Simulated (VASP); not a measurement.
# Cs8Sn8Br25 (a cell with a defect) in VASP: single point with PBEsol

Aim: the single point of Cs8Sn8Br25 (a cell with a defect) with PBEsol.

Everything below comes from runs of VASP 6.6.1. Logs are shortened: lines on timing, memory, paths and dates and some standing lists are left out, and cuts for length are marked.

## 1. The cell of the first run

The cell holds a defect, 41 atoms: a = 11.500 Å, b = 11.500 Å, c = 11.500 Å, α = 90.00°, β = 90.00°, γ = 90.00°.

## 2. Single point, PBEsol

INCAR

```
ALGO = Normal ; EDIFF = 1E-6
ENCUT = 400 ; GGA = PS
GGA_COMPAT = False ; ISIF = 2
ISMEAR = -1 ; ISYM = -1
LASPH = True ; LCHARG = False
LREAL = Auto ; LWAVE = False
NBANDS = 206 ; NELECT = 358.0
NELM = 120 ; PREC = Accurate
SIGMA = 0.05
```

KPOINTS

```
explicit points
1
Reciprocal
  0.25000000   0.25000000   0.25000000 1
```

POSCAR

```
Cs8Sn8Br25
1.0
   11.5000000000      0.0000000000      0.0000000000
    0.0000000000     11.5000000000      0.0000000000
    0.0000000000      0.0000000000     11.5000000000
Cs Sn Br
8 8 25
Direct
    0.0148320000      0.0355770000      0.9997500000
    0.9956880000      0.9655730000      0.4958160000
    0.0146370000      0.5014930000      0.0018330000
    0.9842780000      0.5145590000      0.5054100000
    0.4809920000      0.0047020000      0.9989640000
    0.5168130000      0.9797090000      0.4909680000
    0.4958650000      0.4856520000      0.0155630000
    0.5058760000      0.5497880000      0.5005830000
    0.2489630000      0.2534750000      0.2602230000
    0.2714260000      0.2560210000      0.6892390000
    0.2516890000      0.7517200000      0.2452880000
    0.2530040000      0.7562450000      0.7443670000
    0.7508090000      0.2501260000      0.2549850000
    0.7525870000      0.2551380000      0.7555350000
    0.7535130000      0.7500310000      0.2475210000
    0.7528750000      0.7560830000      0.7558470000
    0.2502390000      0.2575790000      0.0187820000
    0.1183990000      0.2406120000      0.5068910000
    0.2516830000      0.7455950000      0.9950380000
    0.2559150000      0.7631820000      0.4959750000
    0.7565540000      0.2635950000      0.0104080000
    0.7548600000      0.2439740000      0.5138550000
    0.7531100000      0.7342330000      0.0008410000
    0.7516380000      0.7579360000      0.5024330000
    0.0010030000      0.2707800000      0.2217210000
    0.9856110000      0.2734410000      0.7852930000
    0.0022590000      0.7328420000      0.2530100000
    0.0011400000      0.7424910000      0.7457850000
    0.5115900000      0.2271670000      0.2231740000
    0.5111740000      0.2509090000      0.7992600000
    0.5034600000      0.7663130000      0.2450920000
    0.5028950000      0.7650830000      0.7501770000
    0.2366750000      0.0007450000      0.2464590000
    0.2487490000      0.0032550000      0.7401970000
    0.2662510000      0.5033710000      0.2607950000
    0.2549420000      0.5020000000      0.7251090000
    0.7705230000      0.0000520000      0.2474350000
    0.7595440000      0.0062480000      0.7661730000
    0.7357010000      0.4995450000      0.2635770000
    0.7418320000      0.5007720000      0.7457580000
    0.4132670000      0.2631460000      0.5039680000
```

Potentials or basis: VASP PAW PBE potentials, release 64 (Cs_sv, Sn_d, Br).

Run with:

```sh
$ cat potpaw_PBE.64/Cs_sv/POTCAR potpaw_PBE.64/Sn_d/POTCAR potpaw_PBE.64/Br/POTCAR > POTCAR
$ mpirun -np 1 vasp_std > vasp.out
```

OUTCAR:

```text
EDIFF = 1E-6
   ENCUT = 400
   GGA = PS
   ISIF = 2
   ISMEAR = -1
   ISYM = -1
   LASPH = True
   LREAL = Auto
   NELECT = 358.0
   NELM = 120
   PREC = Accurate

 ion  position               nearest neighbor table
   1  0.015  0.036  1.000-
   2  0.996  0.966  0.496-
   3  0.015  0.501  0.002-
   4  0.984  0.515  0.505-
   5  0.481  0.005  0.999-
   6  0.517  0.980  0.491-
   7  0.496  0.486  0.016-
   8  0.506  0.550  0.501-
   9  0.249  0.253  0.260-  17 2.78  35 2.88  25 2.89  33 2.91  29 3.07  18 3.21
  10  0.271  0.256  0.689-  41 2.68  18 2.74  36 2.86  34 2.98  30 3.03
  11  0.252  0.752  0.245-  35 2.87  33 2.87  27 2.88  19 2.88  20 2.89  31 2.90
  12  0.253  0.756  0.744-  34 2.84  20 2.86  32 2.88  19 2.89  28 2.90  36 2.93
  13  0.751  0.250  0.255-  29 2.79  21 2.82  39 2.88  37 2.89  25 2.91  22 2.98
  14  0.753  0.255  0.756-  26 2.71  22 2.78  30 2.82  40 2.83  38 2.87  21 2.93
  15  0.754  0.750  0.248-  23 2.84  27 2.87  31 2.88  37 2.88  39 2.89  24 2.93
  16  0.753  0.756  0.756-  23 2.83  28 2.86  32 2.88  38 2.88  24 2.91  40 2.94
  17  0.250  0.258  0.019-   9 2.78
  18  0.118  0.241  0.507-  10 2.74   9 3.21
  19  0.252  0.746  0.995-  11 2.88  12 2.89
  20  0.256  0.763  0.496-  12 2.86  11 2.89
  21  0.757  0.264  0.010-  13 2.82  14 2.93
  22  0.755  0.244  0.514-  14 2.78  13 2.98
  23  0.753  0.734  0.001-  16 2.83  15 2.84
  24  0.752  0.758  0.502-  16 2.91  15 2.93
  25  0.001  0.271  0.222-   9 2.89  13 2.91
  26  0.986  0.273  0.785-  14 2.71
  27  0.002  0.733  0.253-  15 2.87  11 2.88
  28  0.001  0.742  0.746-  16 2.86  12 2.90
  29  0.512  0.227  0.223-  13 2.79   9 3.07
  30  0.511  0.251  0.799-  14 2.82  10 3.03
  31  0.503  0.766  0.245-  15 2.88  11 2.90
  32  0.503  0.765  0.750-  12 2.88  16 2.88
  33  0.237  0.001  0.246-  11 2.87   9 2.91
  34  0.249  0.003  0.740-  12 2.84  10 2.98
  35  0.266  0.503  0.261-  11 2.87   9 2.88
  36  0.255  0.502  0.725-  10 2.86  12 2.93
  37  0.771  0.000  0.247-  15 2.88  13 2.89
  38  0.760  0.006  0.766-  14 2.87  16 2.88
  39  0.736  0.500  0.264-  13 2.88  15 2.89
  40  0.742  0.501  0.746-  14 2.83  16 2.94
  41  0.413  0.263  0.504-  10 2.68

IMPORTANT INFORMATION: All symmetrisations will be switched off!
NOSYMM: (Re-)initialisation of all symmetry stuff for point group C_1.

----------------------------------------------------------------------------------------

                                     Primitive cell

  volume of cell :    1520.8750

  direct lattice vectors                    reciprocal lattice vectors
    11.500000000  0.000000000  0.000000000     0.086956522  0.000000000  0.000000000
     0.000000000 11.500000000  0.000000000     0.000000000  0.086956522  0.000000000
     0.000000000  0.000000000 11.500000000     0.000000000  0.000000000  0.086956522

  length of vectors
    11.500000000 11.500000000 11.500000000     0.086956522  0.086956522  0.086956522

  position of ions in fractional coordinates (direct lattice)
     0.014832000  0.035577000  0.999750000
     0.995688000  0.965573000  0.495816000
     0.014637000  0.501493000  0.001833000
     0.984278000  0.514559000  0.505410000
     0.480992000  0.004702000  0.998964000
     0.516813000  0.979709000  0.490968000
[... 33 lines left out ...]
     0.741832000  0.500772000  0.745758000
     0.413267000  0.263146000  0.503968000

  ion indices of the primitive-cell ions
   primitive index   ion index
                 1           1
                 2           2
                 3           3
                 4           4
                 5           5
                 6           6
[... 33 lines left out ...]
                40          40
                41          41

----------------------------------------------------------------------------------------

 KPOINTS: explicit points

Read explicit list of k-points.

 Found      1 k-points:

 Following reciprocal coordinates:
            Coordinates               Weight
  0.250000  0.250000  0.250000      1.000000
   k-points           NKPTS =      1   k-points in BZ     NKDIM =      1   number of bands    NBANDS=    206
   number of dos      NEDOS =    301   number of ions     NIONS =     41
   total plane-waves  NPLWV = 512000
   dimension x,y,z NGX =    80 NGY =   80 NGZ =   80
   dimension x,y,z NGXF=   160 NGYF=  160 NGZF=  160
   ions per type =               8   8  25
   NGX,Y,Z   is equivalent  to a cutoff of  11.56, 11.56, 11.56 a.u.
   NGXF,Y,Z  is equivalent  to a cutoff of  23.13, 23.13, 23.13 a.u.
 SYSTEM =  unknown system
   PREC   = accura    normal or accurate (medium, high low for compatibility)
   ISTART =      0    job   : 0-new  1-cont  2-samecut
   ICHARG =      2    charge: 1-file 2-atom 10-const
   ISPIN  =      1    spin polarized calculation?
   LNONCOLLINEAR =      F non collinear calculations
   LSORBIT =      F    spin-orbit coupling
   LASPH  =      T    aspherical Exc in radial PAW
   ENCUT  =  400.0 eV  29.40 Ry    5.42 a.u.  18.75 18.75 18.75*2*pi/ulx,y,z
   NELM   =    120;   NELMIN=  2; NELMDL= -5     # of ELM steps
   EDIFF  = 0.1E-05   stopping-criterion for ELM
   LREAL  =      T    real-space projection
   EDIFFG = 0.1E-04   stopping-criterion for IOM
   NSW    =      0    number of steps for IOM
   IBRION =     -1    ionic relax: 0-MD 1-quasi-New 2-CG
   NFREE  =      0    steps in history (QN), initial steepest desc. (CG)
   ISIF   =      2    stress and relaxation
   ISYM   =     -1    0-nonsym 1-usesym 2-fastsym
   POTIM  = 0.5000    time-step for ionic-motion
   TEBEG  =    0.0;   TEEND  =   0.0 temperature during run
   PSTRESS=    0.0 pullay stress
   NELECT =     358.0000    total number of electrons
   NUPDOWN=      -1.0000    fix difference up-down
   EMIN   =  10.00;   EMAX   =-10.00  energy-range for DOS
   EFERMI =   0.00;   METHOD = LEGACY
   ISMEAR =    -1;   SIGMA  =   0.05  broadening in eV -4-tet -1-fermi 0-gaus
   EFERMI_NEDOS =   21; number of points for ismear=-14 and -15
   IALGO  =     38    algorithm
   IMIX   =      4    mixing-type and parameters
     AMIX     =   0.40;   BMIX     =  1.00
     AMIX_MAG =   1.60;   BMIX_MAG =  1.00
  volume/ion in A,a.u.               =      37.09       250.33
  Fermi-wavevector in a.u.,A,eV,Ry     =   1.010814  1.910162 13.901689  1.021745
  Thomas-Fermi vector in A             =   2.143826
   LORBIT       =      0    0 simple, 1 ext, 2 COOP (PROOUT), +10 PAW based schemes
   GGA     = PS    functional components
   LHFCALC =     F    Hartree Fock is set to
   AEXX    =    0.0000 exact exchange contribution
   IVDW    =     0    specifies the selected vdW correction
   LEPSILON=     F    determine dielectric tensor
   LRPA    =     F    only Hartree local field effects (RPA)
 non-spin polarized calculation
  energy-cutoff  :      400.00
  volume of cell :     1520.88
 maximum number of plane-waves:     27658
 NGX is ok and might be reduce to    80
   NGX = 37   NGY = 37   NGZ = 37

 number of electron     358.0000003 magnetization

 Free energy of the ion-electron system (eV)
  ---------------------------------------------------
  ext. energy  EPLUGINS =         0.00000000
  ---------------------------------------------------
  free energy    TOTEN  =      -138.01393628 eV

  energy without entropy =     -137.98113103  energy(sigma->0) =     -137.99753365

 E-fermi :   1.1353     XC(G=0):  -8.1186

 val. band max:        0.9685191018   @ k =   0.2500   0.2500   0.2500
 cond. band min:       1.2980472253   @ k =   0.2500   0.2500   0.2500
 fundamental gap:      0.3295281235
 Fermi energy:         1.1353127471

 k-point     1 :       0.2500    0.2500    0.2500
  band No.  band energies     occupation
      1     -20.1751      2.00000
      2     -20.1465      2.00000
      3     -20.1360      2.00000
      4     -20.1126      2.00000
      5     -20.1063      2.00000
      6     -20.0240      2.00000
[... 183 lines left out ...]
    190       4.2891      0.00000
    191       4.4019      0.00000
 [bands above 191 left out]

------------------------ aborting loop because EDIFF is reached ----------------------------------------

  FORCE on cell =-STRESS in cart. coord.  units (eV):
  Direction    XX          YY          ZZ          XY          YZ          ZX
  --------------------------------------------------------------------------------------
  -------------------------------------------------------------------------------------
  Total       -9.9037312    -10.4828618    -10.5204487     -0.6059804     -0.0621338     -0.2428676
  in kB      -10.4331610    -11.0432505    -11.0828467     -0.6383747     -0.0654553     -0.2558507
  external PRESSURE =     -10.8530860 kB  Pullay stress =       0.0000000 kB

 VOLUME and BASIS-vectors are now :
 -----------------------------------------------------------------------------
  energy-cutoff  :      400.00
  volume of cell :     1520.88
      direct lattice vectors                 reciprocal lattice vectors
    11.500000000  0.000000000  0.000000000     0.086956522  0.000000000  0.000000000
     0.000000000 11.500000000  0.000000000     0.000000000  0.086956522  0.000000000
     0.000000000  0.000000000 11.500000000     0.000000000  0.000000000  0.086956522

 POSITION                                       TOTAL-FORCE (eV/Angst)
 -----------------------------------------------------------------------------------
      0.17057      0.40914     11.49712        -0.008744     -0.005544     -0.001185
     11.45041     11.10409      5.70188         0.004927      0.003971     -0.000360
      0.16833      5.76717      0.02108        -0.000235      0.003022     -0.002292
     11.31920      5.91743      5.81221        -0.006084     -0.002039     -0.001619
      5.53141      0.05407     11.48809        -0.001520     -0.000998     -0.004599
      5.94335     11.26665      5.64613         0.003558      0.003595     -0.003448
[... 33 lines left out ...]
      8.53107      5.75888      8.57622        -0.003474     -0.007509      0.000595
      4.75257      3.02618      5.79563        -0.000392      0.014202      0.008354
 -----------------------------------------------------------------------------------
    total drift:                               -0.009080      0.000198      0.008385

  FREE ENERGIE OF THE ION-ELECTRON SYSTEM (eV)
  ---------------------------------------------------
  free  energy   TOTEN  =      -138.0139362818 eV

  energy  without entropy=     -137.9811310266  energy(sigma->0) =     -137.99753365
```

Run time: 6.1 min. Hardware: 1 thread of AMD EPYC 7R13 (Zen 3), shared host; peak memory 0.97 GiB.

Results:

```
Free energy   : -138.0139 eV
Largest force : 0.027 eV/Å
```

Forces on the atoms (eV/Å):
```
Cs  -0.009 -0.006 -0.001
Cs   0.005  0.004  0.000
Cs   0.000  0.003 -0.002
Cs  -0.006 -0.002 -0.002
Cs  -0.002 -0.001 -0.005
Cs   0.004  0.004 -0.003
Cs   0.004 -0.002 -0.004
Cs  -0.007 -0.012  0.001
Sn   0.020 -0.005  0.000
Sn  -0.003 -0.001 -0.005
Sn   0.001  0.001 -0.008
Sn  -0.008 -0.013  0.007
Sn  -0.009  0.000  0.010
Sn  -0.027  0.000  0.003
Sn  -0.005  0.000 -0.009
Sn   0.004 -0.008  0.005
Br   0.003 -0.001  0.000
Br  -0.015 -0.001 -0.015
Br   0.000  0.005  0.002
Br   0.001 -0.006 -0.002
Br   0.002  0.000 -0.009
Br   0.013 -0.001 -0.001
Br  -0.001  0.004  0.000
Br   0.001  0.002 -0.003
Br  -0.002  0.007  0.000
Br   0.016 -0.006 -0.002
Br   0.011  0.000  0.001
Br   0.009  0.011 -0.001
Br  -0.008 -0.005  0.002
Br   0.014 -0.003  0.013
Br  -0.003  0.002 -0.004
Br  -0.013 -0.002 -0.002
Br  -0.002 -0.002  0.012
Br   0.004 -0.002 -0.005
Br  -0.001  0.004  0.010
Br   0.001  0.018  0.000
Br   0.009  0.002  0.001
Br   0.000  0.004  0.009
Br   0.004  0.001 -0.002
Br  -0.003 -0.008  0.001
Br   0.000  0.014  0.008
```

Caveat: the cell carries a net charge on a neutralising background, which shifts energy and pressure; the cell is charged against a uniform background, so pressure and absolute levels hang on convention; the PAW data sets were made with another functional, which shifts forces and pressure a little; spin-orbit coupling is left out, which moves the levels of the heavy elements.
